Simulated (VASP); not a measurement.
# Na (Im-3m) in VASP: notebook

The runs below take Na through single point, relaxation of cell and atoms, with PBEsol.

Program: VASP 6.6.1. These are calculated values, not measurements. Logs are shortened: lines on timing, memory, paths and dates and some standing lists are left out, and cuts for length are marked.

## 1. The cell of the first run

It takes space group Im-3m (No. 229, cubic). The conventional cell has a = 4.174 Å, b = 4.174 Å, c = 4.174 Å, α = 90.00°, β = 90.00°, γ = 90.00°. Within 4.7 Å of Na (site symmetry m-3m) lie 14 Na at 3.62 to 4.17 Å.

## 2. Single point, PBEsol

File INCAR:

```
  ALGO = Normal
  EDIFF = 1E-7
  ENCUT = 520
  GGA = PS
  ISIF = 2
  ISMEAR = -1
  LASPH = True
  LCHARG = False
  LREAL = False
  LWAVE = False
  NBANDS = 10
  NELM = 100
  PREC = Accurate
  SIGMA = 0.02
```

File KPOINTS:

```
k-points
0
Gamma
  8 8 8
```

File POSCAR:

```
Na
1.0
    3.6150870757     -0.0000000200     -0.0000000347
   -1.2050290063      3.4083367877     -0.0000000347
   -1.2050290063     -1.7041683438      2.9517062717
Na
1
Direct
    0.0000000000      0.0000000000      0.0000000000
```

Potentials or basis: VASP PAW PBE potentials, release 64 (Na_pv).

The run is started by

```bash
$ cat potpaw_PBE.64/Na_pv/POTCAR > POTCAR
$ mpirun -np 1 vasp_std > vasp.out
```

OUTCAR:

```text
EDIFF = 1E-7
   ENCUT = 520
   GGA = PS
   ISIF = 2
   ISMEAR = -1
   LASPH = True
   LREAL = False
   NELM = 100
   PREC = Accurate

 ion  position               nearest neighbor table
   1  0.000  0.000  0.000-

  LATTYP: Found a body centered cubic cell.
 ALAT       =     4.1743429925

  Lattice vectors:

 A1 = (   3.6150870757,  -0.0000000200,  -0.0000000347)
 A2 = (  -1.2050290063,   3.4083367877,  -0.0000000347)
 A3 = (  -1.2050290063,  -1.7041683438,   2.9517062717)

Analysis of symmetry for initial positions (statically):
=====================================================================
 Subroutine PRICEL returns:
 Original cell was already a primitive cell.

 Routine SETGRP: Setting up the symmetry group for a
 body centered cubic supercell.

 Subroutine GETGRP returns: Found 48 space group operations
 (whereof 48 operations were pure point group operations)
 out of a pool of 48 trial point group operations.

The static configuration has the point symmetry O_h .

Analysis of symmetry for dynamics (positions and initial velocities):
=====================================================================
 Subroutine PRICEL returns:
 Original cell was already a primitive cell.

 Routine SETGRP: Setting up the symmetry group for a
 body centered cubic supercell.

 Subroutine GETGRP returns: Found 48 space group operations
 (whereof 48 operations were pure point group operations)
 out of a pool of 48 trial point group operations.

The dynamic configuration has the point symmetry O_h .

 Subroutine INISYM returns: Found 48 space group operations
 (whereof 48 operations are pure point group operations),
 and found     1 'primitive' translations

----------------------------------------------------------------------------------------

                                     Primitive cell

  volume of cell :      36.3693

  direct lattice vectors                    reciprocal lattice vectors
     3.615087076 -0.000000020 -0.000000035     0.276618512  0.097799413  0.169393547
    -1.205029006  3.408336788 -0.000000035     0.000000003  0.293398239  0.169393547
    -1.205029006 -1.704168344  2.951706272     0.000000003  0.000000005  0.338787101

  length of vectors
     3.615087076  3.615087076  3.615087076     0.338787101  0.338787101  0.338787101

  position of ions in fractional coordinates (direct lattice)
     0.000000000  0.000000000  0.000000000

  ion indices of the primitive-cell ions
   primitive index   ion index
                 1           1

----------------------------------------------------------------------------------------

 KPOINTS: k-points

Automatic generation of k-mesh.
 Grid dimensions read from file:
 generate k-points for:    8    8    8

 Generating k-lattice:

  Cartesian coordinates                     Fractional coordinates (reciprocal lattice)
     0.034577314  0.012224927  0.021174193     0.125000000 -0.000000000  0.000000000
     0.000000000  0.036674780  0.021174193    -0.000000000  0.125000000  0.000000000
     0.000000000  0.000000001  0.042348388    -0.000000000 -0.000000000  0.125000000

  Length of vectors
     0.042348388  0.042348388  0.042348388

  Shift w.r.t. Gamma in fractional coordinates (k-lattice)
     0.000000000  0.000000000  0.000000000

 Subroutine IBZKPT returns following result:
 ===========================================

 Found     29 irreducible k-points:

 Following reciprocal coordinates:
            Coordinates               Weight
  0.000000  0.000000  0.000000      1.000000
  0.125000 -0.000000  0.000000     12.000000
  0.250000 -0.000000  0.000000     12.000000
  0.375000 -0.000000  0.000000     12.000000
  0.500000 -0.000000  0.000000      6.000000
  0.125000  0.125000  0.000000     24.000000
[... 16 lines left out ...]
 -0.250000  0.250000  0.250000      6.000000
 -0.375000  0.375000  0.250000     24.000000
 [... further k-points ...]
   k-points           NKPTS =     29   k-points in BZ     NKDIM =     29   number of bands    NBANDS=     10
   number of dos      NEDOS =    301   number of ions     NIONS =      1
   total plane-waves  NPLWV =  21952
   dimension x,y,z NGX =    28 NGY =   28 NGZ =   28
   dimension x,y,z NGXF=    56 NGYF=   56 NGZF=   56
   ions per type =               1
   NGX,Y,Z   is equivalent  to a cutoff of  12.88, 12.88, 12.88 a.u.
   NGXF,Y,Z  is equivalent  to a cutoff of  25.75, 25.75, 25.75 a.u.
 SYSTEM =  unknown system
   PREC   = accura    normal or accurate (medium, high low for compatibility)
   ISTART =      0    job   : 0-new  1-cont  2-samecut
   ICHARG =      2    charge: 1-file 2-atom 10-const
   ISPIN  =      1    spin polarized calculation?
   LNONCOLLINEAR =      F non collinear calculations
   LSORBIT =      F    spin-orbit coupling
   LASPH  =      T    aspherical Exc in radial PAW
   ENCUT  =  520.0 eV  38.22 Ry    6.18 a.u.   6.72  6.72  6.72*2*pi/ulx,y,z
   NELM   =    100;   NELMIN=  2; NELMDL= -5     # of ELM steps
   EDIFF  = 0.1E-06   stopping-criterion for ELM
   LREAL  =      F    real-space projection
   EDIFFG = 0.1E-05   stopping-criterion for IOM
   NSW    =      0    number of steps for IOM
   IBRION =     -1    ionic relax: 0-MD 1-quasi-New 2-CG
   NFREE  =      0    steps in history (QN), initial steepest desc. (CG)
   ISIF   =      2    stress and relaxation
   ISYM   =      2    0-nonsym 1-usesym 2-fastsym
   POTIM  = 0.5000    time-step for ionic-motion
   TEBEG  =    0.0;   TEEND  =   0.0 temperature during run
   PSTRESS=    0.0 pullay stress
   NELECT =       7.0000    total number of electrons
   NUPDOWN=      -1.0000    fix difference up-down
   EMIN   =  10.00;   EMAX   =-10.00  energy-range for DOS
   EFERMI =   0.00;   METHOD = LEGACY
   ISMEAR =    -1;   SIGMA  =   0.02  broadening in eV -4-tet -1-fermi 0-gaus
   EFERMI_NEDOS =   21; number of points for ismear=-14 and -15
   IALGO  =     38    algorithm
   IMIX   =      4    mixing-type and parameters
     AMIX     =   0.40;   BMIX     =  1.00
     AMIX_MAG =   1.60;   BMIX_MAG =  1.00
  volume/ion in A,a.u.               =      36.37       245.43
  Fermi-wavevector in a.u.,A,eV,Ry     =   0.945212  1.786192 12.155803  0.893426
  Thomas-Fermi vector in A             =   2.073092
   LORBIT       =      0    0 simple, 1 ext, 2 COOP (PROOUT), +10 PAW based schemes
   GGA     = PS    functional components
   LHFCALC =     F    Hartree Fock is set to
   AEXX    =    0.0000 exact exchange contribution
   IVDW    =     0    specifies the selected vdW correction
   LEPSILON=     F    determine dielectric tensor
   LRPA    =     F    only Hartree local field effects (RPA)
 non-spin polarized calculation
  energy-cutoff  :      520.00
  volume of cell :       36.37
 maximum number of plane-waves:       991
   NGX = 13   NGY = 13   NGZ = 13

 number of electron       6.9999996 magnetization

 Free energy of the ion-electron system (eV)
  ---------------------------------------------------
  ext. energy  EPLUGINS =         0.00000000
  ---------------------------------------------------
  free energy    TOTEN  =        -1.38957417 eV

  energy without entropy =       -1.38778692  energy(sigma->0) =       -1.38868055

 E-fermi :   0.4980     XC(G=0):  -6.5517

 val. band max:        0.2846092701   @ k =   0.2500   0.2500   0.0000
 cond. band min:       0.5402711744   @ k =   0.3750   0.1250   0.0000
 fundamental gap:      0.2556619043
 Fermi energy:         0.4979943995

 k-point     1 :       0.0000    0.0000    0.0000
  band No.  band energies     occupation
      1     -24.4100      2.00000
      2     -24.4100      2.00000
      3     -24.4100      2.00000
      4      -2.9581      2.00000
      5      12.2169      0.00000
      6      12.2169      0.00000
      7      12.2169      0.00000
      8      13.2330      0.00000
      9      13.2330      0.00000
     10      13.7830      0.00000

 k-point     2 :       0.1250   -0.0000    0.0000
  band No.  band energies     occupation
      1     -24.4157      2.00000
      2     -24.4119      2.00000
      3     -24.4100      2.00000
      4      -2.6795      2.00000
      5       9.5951      0.00000
      6      10.9757      0.00000
      7      11.4188      0.00000
      8      11.8604      0.00000
      9      12.5071      0.00000
     10      14.2533      0.00000

 k-point     3 :       0.2500   -0.0000    0.0000
  band No.  band energies     occupation
      1     -24.4295      2.00000
      2     -24.4165      2.00000
      3     -24.4100      2.00000
      4      -1.8529      2.00000
      5       6.4417      0.00000
      6       9.6937      0.00000
      7      10.4553      0.00000
      8      10.6770      0.00000
      9      11.7880      0.00000
     10      14.8783      0.00000

 k-point     4 :       0.3750   -0.0000    0.0000
  band No.  band energies     occupation
      1     -24.4431      2.00000
      2     -24.4211      2.00000
      3     -24.4100      2.00000
      4      -0.5052      2.00000
      5       3.6918      0.00000
      6       8.9047      0.00000
      7       9.8502      0.00000
      8       9.9665      0.00000
      9      11.1333      0.00000
     10      15.8890      0.00000
[... 222 lines left out ...]
 k-point    22 :       0.2500    0.2500    0.2500
  band No.  band energies     occupation
      1     -24.4288      2.00000
      2     -24.4288      2.00000
      3     -24.4288      2.00000
      4       3.0914      0.00000
      5       3.0914      0.00000
      6       3.0914      0.00000
      7       4.8519      0.00000
      8      17.9369      0.00000
      9      17.9369      0.00000
     10      18.8332      0.00000

 k-point    23 :      -0.2500    0.2500    0.2500
  band No.  band energies     occupation
      1     -24.4299      2.00000
      2     -24.4235      2.00000
      3     -24.4235      2.00000
      4      -0.7713      2.00000
      5       7.0562      0.00000
      6       7.1876      0.00000
      7       7.1876      0.00000
      8       9.1828      0.00000
      9      14.3469      0.00000
     10      15.2281      0.00000

 k-point    24 :      -0.3750    0.3750    0.2500
  band No.  band energies     occupation
      1     -24.4388      2.00000
      2     -24.4285      2.00000
      3     -24.4245      2.00000
      4       0.5479      0.15234
      5       4.6395      0.00000
      6       6.4796      0.00000
      7       7.1318      0.00000
      8       9.2635      0.00000
      9      13.1193      0.00000
     10      14.2395      0.00000

 [... further k-points ...]
[... 5 lines left out ...]
  --------------------------------------------------------------------------------------
  -------------------------------------------------------------------------------------
  Total        0.0015225      0.0015225      0.0015225      0.0000000     -0.0000000      0.0000000
  in kB        0.0670718      0.0670718      0.0670718      0.0000000     -0.0000000      0.0000000
  external PRESSURE =       0.0670718 kB  Pullay stress =       0.0000000 kB

 VOLUME and BASIS-vectors are now :
 -----------------------------------------------------------------------------
  energy-cutoff  :      520.00
  volume of cell :       36.37
      direct lattice vectors                 reciprocal lattice vectors
     3.615087076 -0.000000020 -0.000000035     0.276618512  0.097799413  0.169393547
    -1.205029006  3.408336788 -0.000000035     0.000000003  0.293398239  0.169393547
    -1.205029006 -1.704168344  2.951706272     0.000000003  0.000000005  0.338787101

 POSITION                                       TOTAL-FORCE (eV/Angst)
 -----------------------------------------------------------------------------------
      0.00000      0.00000      0.00000        -0.000000     -0.000000      0.000000
 -----------------------------------------------------------------------------------
    total drift:                               -0.000000      0.000000     -0.000000

  FREE ENERGIE OF THE ION-ELECTRON SYSTEM (eV)
  ---------------------------------------------------
  free  energy   TOTEN  =        -1.3895741714 eV

  energy  without entropy=       -1.3877869243  energy(sigma->0) =       -1.38868055
```

Wall time 6.7 s (1 thread of Intel Xeon Platinum 8259CL at 2.50GHz (Skylake/Cascade Lake), shared host); peak memory 0.15 GiB.

What came out:

```
Free energy : -1.3896 eV
Pressure    : 0.0 GPa
```

Levels at points of the mesh, in eV from the Fermi level:
| k point | band 1 | band 2 | band 3 | band 4 | band 5 | band 6 |
| --- | --- | --- | --- | --- | --- | --- |
| (0.00, 0.00, 0.00) | -24.91 | -24.91 | -24.91 | -3.46 | 11.72 | 11.72 |
| (0.50, 0.00, 0.00) | -24.95 | -24.92 | -24.91 | 0.62 | 1.11 | 8.14 |
| (0.50, 0.50, 0.50) | -24.94 | -24.94 | -24.94 | 4.41 | 4.41 | 4.82 |

Caveat: the PAW data sets were made with another functional, which shifts forces and pressure a little.

## 3. Relaxation of cell and atoms, PBEsol

This run uses another cell than the first one, of 39.26 Å³/atom, 1.079 times its volume.

File INCAR:

```
SYSTEM = Na
ALGO = Normal ; EDIFF = 1E-6
EDIFFG = -0.03 ; ENCUT = 600
GGA = PS ; IBRION = 2
ISIF = 3 ; ISMEAR = -1
LASPH = .TRUE. ; LCHARG = .FALSE.
LREAL = .FALSE. ; LWAVE = .FALSE.
NELM = 100 ; NSW = 80
PREC = Accurate ; SIGMA = 0.02
```

File KPOINTS:

```
k-points
0
G
  8 8 8
  0 0 0
```

File POSCAR:

```
Na
1.0
    3.7083210290     -0.0000000205     -0.0000000356
   -1.2361069903      3.4962386021     -0.0000000356
   -1.2361069903     -1.7481192497      3.0278314768
Na
1
Direct
    0.0000000000      0.0000000000      0.0000000000
```

Potentials or basis: VASP PAW PBE potentials, release 64 (Na_pv).

The run is started by

```bash
$ cat potpaw_PBE.64/Na_pv/POTCAR > POTCAR
$ mpirun -np 1 vasp_std > vasp.out
```

It took 13 s on 1 thread of Intel Xeon Platinum 8259CL at 2.50GHz (Skylake/Cascade Lake), shared host; peak memory 0.16 GiB.

Results (log left out):

| Property | Result |
| --- | --- |
| Free energy | -1.3899 eV |
| Relaxed volume | 36.36 Å³/atom |
| Relaxed cell | a = 3.615 Å, b = 3.615 Å, c = 3.615 Å, α = 109.47°, β = 109.47°, γ = 109.47° |
| Space group after relaxing (to 0.05 Å) | Im-3m (No. 229) |
| Energy gained by relaxing | 5.1 meV/atom |
| Ionic steps | 3 |
| Pressure after relaxing | 0.0 GPa |

Step by step:
| step | energy change (eV) | largest force (eV/Å) | pressure (GPa) | volume (Å³) |
| --- | --- | --- | --- | --- |
| 1 | 0.0000 | 0.0000 | -0.53 | 39.26 |
| 2 | -0.0022 | 0.0000 | -0.42 | 38.52 |
| 3 | -0.0051 | 0.0000 | -0.02 | 36.36 |

Final structure:
```
Na
1.0
     3.61462    0.00000    0.00000
    -1.20487    3.40790    0.00000
    -1.20487   -1.70395    2.95133
Na
1
Direct
  0.00000 0.00000 0.00000
```

Levels at points of the mesh, in eV from the Fermi level:
```
           k point  band 1  band 2  band 3  band 4  band 5  band 6  band 7
(0.00, 0.00, 0.00)  -24.91  -24.91  -24.91   -3.46   11.72   11.72   11.72
(0.50, 0.00, 0.00)  -24.95  -24.92  -24.91    0.62    1.11    8.14    9.15
(0.50, 0.50, 0.50)  -24.94  -24.94  -24.94    4.41    4.41    4.82    4.82
```

Caveat: the PAW data sets were made with another functional, which shifts forces and pressure a little.
